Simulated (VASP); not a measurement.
Si4P, 5 atoms in the cell. The structure is hexagonal, space group P-6m2 (No. 187). The conventional cell has a = 3.859 Å, b = 3.859 Å, c = 6.386 Å, α = 90.00°, β = 90.00°, γ = 120.00°. Within 1.9 Å of Si (site symmetry 3m) lie 2 Si at 1.40 to 1.80 Å. Within 1.9 Å of Si (site symmetry -6m2) lie 2 Si at 1.40 Å. Si (site symmetry -6m2) has 2 Si at 1.80 Å within 2.4 Å. P (site symmetry -6m2) has 9 Si at 2.23 to 2.63 Å within 2.9 Å. The cell was built from a structure type or drawn by symmetry, and may not be a known phase.

| Quantity | Value |
| --- | --- |
| Program | VASP 6.6.1 |
| Task | single point |
| Functional | PBE |
| Potentials or basis | VASP PAW PBE potentials, release 64 (Si, P) |
| Cutoff | 520 eV |
| k mesh | 6 × 6 × 4 |
| Occupations | gaussian, width 0.1 eV |
| Spin | no spin polarisation |
| Dipole correction | no |
| Further INCAR settings | ALGO = Normal; EDIFF = 1e-06; NBANDS = 18 |

Potentials or basis: VASP PAW PBE potentials, release 64 (Si, P).

Run with:

```sh
$ cat potpaw_PBE.64/Si/POTCAR potpaw_PBE.64/P/POTCAR > POTCAR
$ mpirun -np 1 vasp_std > vasp.out
```

Hardware: 1 thread of Intel Xeon 8259CL, with other jobs on the host.

**Question.** How long does it take, and how much memory?

**Answer.** Wall time 63 s on 1 thread of Intel Xeon 8259CL, with other jobs on the host, peak memory 0.19 GiB. Counts: scf iterations 14, k points 21.
